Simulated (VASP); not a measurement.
Write the native input for VASP 6.6.1 that does the following.

```yaml
Task: relaxation of shape and atoms at fixed volume
Functional: PBE
Dispersion: D3(BJ)
Potentials_or_basis: VASP PAW PBE potentials, release 64 (B, N)
Cutoff: 600 eV
k_mesh: 12 × 12 × 4
Occupations: gaussian, width 0.02 eV
Spin: no spin polarisation
Dipole_correction: no
Further_INCAR_settings: ALGO = Normal; EDIFF = 1e-06; IBRION = 2; EDIFFG = -0.01; NSW = 50; ISIF = 4
```

The structure of BN lies in POSCAR:

```
BN
1.0
    2.4776847124      0.0000000000      0.0000000000
   -1.2388423562      2.1457379035      0.0000000000
    0.0000000000      0.0000000000      6.3446927246
B N
2 2
Direct
    0.0000000000      0.0000000000      0.5000000000
    0.3333333333      0.6666666667      0.0000000000
    0.0000000000      0.0000000000      0.0000000000
    0.6666666667      0.3333333333      0.5000000000
```

This cell differs from its parent crystal: volume scaled by 0.94.

The input as run:

INCAR

```
PREC     = Accurate       # precision mode
ENCUT    = 600            # plane-wave cutoff, eV
EDIFF    = 1E-6           # SCF threshold, eV
ISMEAR   = 0              # smearing method
SIGMA    = 0.02           # smearing width, eV
LREAL    = F              # projectors in reciprocal space
LASPH    = T              # aspherical terms in the spheres
NELM     = 60             # most SCF steps
ALGO     = Normal         # electronic algorithm
ISIF     = 4              # what is computed and relaxed
LWAVE    = F              # write WAVECAR
LCHARG   = F              # write CHGCAR
GGA      = PE             # functional
IVDW     = 12             # dispersion correction
IBRION   = 2              # ionic algorithm
NSW      = 50             # ionic steps
EDIFFG   = -0.01          # ionic threshold
```

KPOINTS

```
regular mesh
0
Gamma
  12 12 4
```

Potentials or basis: VASP PAW PBE potentials, release 64 (B, N).

Command:

```console
$ cat potpaw_PBE.64/B/POTCAR potpaw_PBE.64/N/POTCAR > POTCAR
$ mpirun -np 1 vasp_std > vasp.out
```

It gave:

```
Energy gained by relaxing  : 6.0 meV/atom
Ionic steps                : 3
Pressure after relaxing    : 2.0 GPa
Band gap on the k mesh     : 4.32 eV, indirect (least direct gap 4.37 eV)
Dispersion energy per atom : -0.153 eV
```

Wall time 28 s on 1 thread of Intel(R) Xeon(R) 6975P-C (Granite Rapids) (shared host), peak memory 0.17 GiB.
